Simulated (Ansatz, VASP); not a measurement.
# One calculation of B, two programs

The input INCAR:

```
PREC     = Accurate       # precision mode
ENCUT    = 600            # plane-wave cutoff, eV
EDIFF    = 1E-6           # SCF threshold, eV
ISMEAR   = 0              # smearing method
SIGMA    = 0.1            # smearing width, eV
LREAL    = Auto         
LASPH    = T              # aspherical terms in the spheres
NELM     = 100            # most SCF steps
ALGO     = Normal         # electronic algorithm
ISIF     = 3              # what is computed and relaxed
LWAVE    = F              # write WAVECAR
LCHARG   = F              # write CHGCAR
GGA      = PE             # functional
IBRION   = 2              # ionic algorithm
NSW      = 100            # ionic steps
EDIFFG   = -0.01          # ionic threshold
```

KPOINTS

```
regular mesh
0
Gamma
  9 9 9
```

The input POSCAR:

```
B
1.0
    2.9039734872      1.6766098745      4.0054177486
   -2.9039734872      1.6766098745      4.0054177486
    0.0000000000     -3.3532197491      4.0054177486
B
15
Direct
    0.5000000000      0.5000000000      0.5000000000
    0.8069080149      0.3010468310      0.8069080149
    0.8069080149      0.8069080149      0.3010468310
    0.3010468310      0.8069080149      0.8069080149
    0.1930919851      0.6989531690      0.1930919851
    0.6989531690      0.1930919851      0.1930919851
    0.1930919851      0.1930919851      0.6989531690
    0.0058558675      0.3306363989      0.0058558675
    0.0058558675      0.0058558675      0.3306363989
    0.3306363989      0.0058558675      0.0058558675
    0.9941441325      0.6693636011      0.9941441325
    0.6693636011      0.9941441325      0.9941441325
    0.9941441325      0.9941441325      0.6693636011
    0.6344869443      0.6344869443      0.6344869443
    0.3655130557      0.3655130557      0.3655130557
```

Input for Ansatz:

```yaml
crystal:
  lattice:
    - [2.9039734872, 1.6766098745, 4.0054177486]
    - [-2.9039734872, 1.6766098745, 4.0054177486]
    - [0.0, -3.3532197491, 4.0054177486]
  atoms:
    - { symbol: B, position: [0.5, 0.5, 0.5] }
    - { symbol: B, position: [0.8069080149, 0.301046831, 0.8069080149] }
    - { symbol: B, position: [0.8069080149, 0.8069080149, 0.301046831] }
    - { symbol: B, position: [0.301046831, 0.8069080149, 0.8069080149] }
    - { symbol: B, position: [0.1930919851, 0.698953169, 0.1930919851] }
    - { symbol: B, position: [0.698953169, 0.1930919851, 0.1930919851] }
    - { symbol: B, position: [0.1930919851, 0.1930919851, 0.698953169] }
    - { symbol: B, position: [0.0058558675, 0.3306363989, 0.0058558675] }
    - { symbol: B, position: [0.0058558675, 0.0058558675, 0.3306363989] }
    - { symbol: B, position: [0.3306363989, 0.0058558675, 0.0058558675] }
    - { symbol: B, position: [0.9941441325, 0.6693636011, 0.9941441325] }
    - { symbol: B, position: [0.6693636011, 0.9941441325, 0.9941441325] }
    - { symbol: B, position: [0.9941441325, 0.9941441325, 0.6693636011] }
    - { symbol: B, position: [0.6344869443, 0.6344869443, 0.6344869443] }
    - { symbol: B, position: [0.3655130557, 0.3655130557, 0.3655130557] }
basis:
  ecutwfc: 420
kpoints:
  mp_grid: { grid: [9, 9, 9] }
hamiltonian:
  xc: pbe
scf:
  occupations: { method: gaussian, width: 0.1 }
output:
  forces: true
  stress: true
  eigenvalues: true
relax:
  adjacent_minimum: "off"
  f_tol: 0.01
  max_steps: 80
  cell: { stress_tol: 0.05 }
```

Alike in both runs: task relaxation of cell and atoms; functional PBE; k mesh 9 × 9 × 9; occupations gaussian, width 0.1 eV; no spin polarisation.

|  | VASP | Ansatz |
| --- | --- | --- |
| version | VASP 6.6.1 | Ansatz 0.2.0 |
| potentials or method | VASP PAW PBE potentials, release 64 (B), cutoff 600 eV | scalar-relativistic, plane waves, PAW |
| valence electrons in the cell | 45 | 45 |

Ansatz gave:

```
gap on the k mesh at the Fermi level, each at its own relaxed structure (eV) : none
relaxed volume (Å³/atom)                                                     : 7.80
relaxed cell length with the largest relative difference (Å)                 : 5.223
```

Which values does VASP return?

gap on the k mesh at the Fermi level, each at its own relaxed structure (eV): none; relaxed volume (Å³/atom): 7.80; relaxed cell length with the largest relative difference (Å): 5.224.

A gap of «none» marks a metal or a gap that the smearing closes.
